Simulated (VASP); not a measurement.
Ge: relaxation of the atoms with PBEsol

The system is Ge.

```xyz
2
Lattice="0.0000 2.8662 2.8161 2.8662 0.0000 2.8161 2.8662 2.8662 0.0000" Properties=species:S:1:pos:R:3 pbc="T T T"
Ge    0.0000    0.0000    0.0000
Ge    1.4331    1.4331    1.4080
```

This cell differs from its parent crystal: strained cell.

```json
{
 "Program": "VASP 6.6.1",
 "Task": "relaxation of the atoms",
 "Functional": "PBEsol",
 "Potentials or basis": "VASP PAW PBE potentials, release 64 (Ge_d)",
 "Cutoff": "520 eV",
 "k mesh": "10 × 10 × 10",
 "Occupations": "gaussian, width 0.1 eV",
 "Spin": "no spin polarisation",
 "Dipole correction": "no",
 "Further INCAR settings": "ALGO = Normal; EDIFF = 1e-07; IBRION = 2; EDIFFG = -0.002; NSW = 60"
}
```

```json
{"Pressure after relaxing": "-0.9 GPa", "Band gap on the k mesh": "0.10 eV (least direct gap 0.13 eV)"}
```

Stress tensor (GPa, compression positive):
```
-1.29  0.00  0.00
 0.00 -1.29  0.00
 0.00  0.00 -0.10
```

Final structure:
```
Ge
1.0
     0.00000    2.86624    2.81609
     2.86624    0.00000    2.81609
     2.86624    2.86624    0.00000
Ge
2
Direct
  0.00000 0.00000 0.00000
  0.25000 0.25000 0.25000
```

Levels at points of the mesh, in eV from the valence-band top:
| k point | band 11 | band 12 | band 13 | band 14 | band 15 | band 16 | band 17 | band 18 |
| --- | --- | --- | --- | --- | --- | --- | --- | --- |
| (0.00, 0.00, 0.00) | -12.59 | -0.16 | 0.00 | 0.00 | 0.13 | 2.51 | 2.60 | 2.60 |
| (0.50, 0.00, 0.00) | -10.54 | -7.48 | -1.41 | -1.25 | 0.10 | 3.69 | 3.80 | 7.00 |
| (0.50, 0.50, 0.00) | -8.72 | -8.72 | -3.05 | -3.05 | 0.65 | 0.65 | 9.37 | 9.37 |
| (0.50, 0.00, 0.50) | -8.80 | -8.80 | -2.93 | -2.93 | 0.78 | 0.78 | 9.33 | 9.33 |

Wall time 90 s on 1 thread of Intel Xeon 8259CL, with other jobs on the host, peak memory 0.21 GiB.

Caveat: the cell differs from its parent crystal (strained cell); the PAW data sets were made with another functional, which shifts forces and pressure a little. A k mesh can miss the band edges.
